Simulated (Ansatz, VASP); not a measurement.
Two plane-wave programs on BN

The input POSCAR:

```
BN
1.0
    2.5821260212      0.0000000000      0.0000000000
   -1.2910630106      2.2361867302      0.0000000000
    0.0000000000      0.0000000000      4.3339772826
B N
2 2
Direct
    0.6666666667      0.3333333333      0.9997995909
    0.3333333333      0.6666666667      0.4997995909
    0.6666666667      0.3333333333      0.6252004091
    0.3333333333      0.6666666667      0.1252004091
```

File INCAR.step1:

```
SYSTEM = BN
PREC     = Accurate       ! precision mode
ENCUT    = 520            ! plane-wave cutoff, eV
ISMEAR   = 0              ! smearing method
SIGMA    = 0.05           ! smearing width, eV
LREAL    = .FALSE.        ! projectors in reciprocal space
LASPH    = .TRUE.         ! aspherical terms in the spheres
NELM     = 60             ! most SCF steps
NBANDS   = 16             ! bands
GGA      = PE             ! functional
ALGO     = Normal         ! electronic algorithm
EDIFF    = 1E-4           ! SCF threshold, eV
LWAVE    = .TRUE.         ! write WAVECAR
LCHARG   = .FALSE.        ! write CHGCAR
```

The input INCAR.step2:

```
SYSTEM = BN
PREC     = Accurate       ! precision mode
ENCUT    = 520            ! plane-wave cutoff, eV
EDIFF    = 1E-6           ! SCF threshold, eV
ISMEAR   = 0              ! smearing method
SIGMA    = 0.05           ! smearing width, eV
LREAL    = .FALSE.        ! projectors in reciprocal space
LASPH    = .TRUE.         ! aspherical terms in the spheres
NELM     = 60             ! most SCF steps
ALGO     = Normal         ! electronic algorithm
ISIF     = 2              ! what is computed and relaxed
LWAVE    = .FALSE.        ! write WAVECAR
LCHARG   = .TRUE.         ! write CHGCAR
METAGGA  = R2SCAN         ! meta-GGA
LMIXTAU  = .TRUE.       
LELF     = .TRUE.         ! ELF
LVHAR    = .TRUE.       
NBANDS   = 16             ! bands
ISTART   = 1
```

File KPOINTS:

```
Automatic mesh
0
G
  12 12 6
  0 0 0
```

Input for Ansatz:

```yaml
crystal:
  lattice:
    - [2.5821260212, 0.0, 0.0]
    - [-1.2910630106, 2.2361867302, 0.0]
    - [0.0, 0.0, 4.3339772826]
  atoms:
    - { symbol: B, position: [0.6666666667, 0.3333333333, 0.9997995909] }
    - { symbol: B, position: [0.3333333333, 0.6666666667, 0.4997995909] }
    - { symbol: "N", position: [0.6666666667, 0.3333333333, 0.6252004091] }
    - { symbol: "N", position: [0.3333333333, 0.6666666667, 0.1252004091] }
basis:
  ecutwfc: 500
kpoints:
  mp_grid: { grid: [12, 12, 6] }
hamiltonian:
  xc: r2scan
scf:
  occupations: { method: gaussian, width: 0.05 }
output:
  forces: true
  stress: true
  eigenvalues: true
```

Change from the starting cell: strain +0.015 along x and y, +0.030 along z, atoms carried along.

Alike in both runs: task single point; functional r2SCAN; k mesh 12 × 12 × 6; occupations gaussian, width 0.05 eV; no spin polarisation.

```csv
,VASP,Ansatz
version,VASP 6.6.1,Ansatz 0.2.0
potentials or method,"VASP PAW PBE potentials, release 64 (B, N), cutoff 520 eV","scalar-relativistic, plane waves, PAW"
valence electrons in the cell,16,16
```

Ansatz gave:

```
gap on the k mesh at the Fermi level (eV)                     : 5.77
least direct gap on the mesh (eV)                             : 8.44
pressure (GPa)                                                : -20.8
traceless stress, the component that is largest in VASP (GPa) : -8.46
rms of the force components (eV/Å)                            : 0.059
```

Task: What did VASP give for the same quantities?

Result: gap on the k mesh at the Fermi level (eV): 5.74; least direct gap on the mesh (eV): 8.43; pressure (GPa): -19.9; traceless stress, the component that is largest in VASP (GPa): -8.52; rms of the force components (eV/Å): 0.054.

VASP's potentials were made for PBE, not for r2SCAN. Atom by atom the forces differ by 0.004 eV/Å (rms over components).
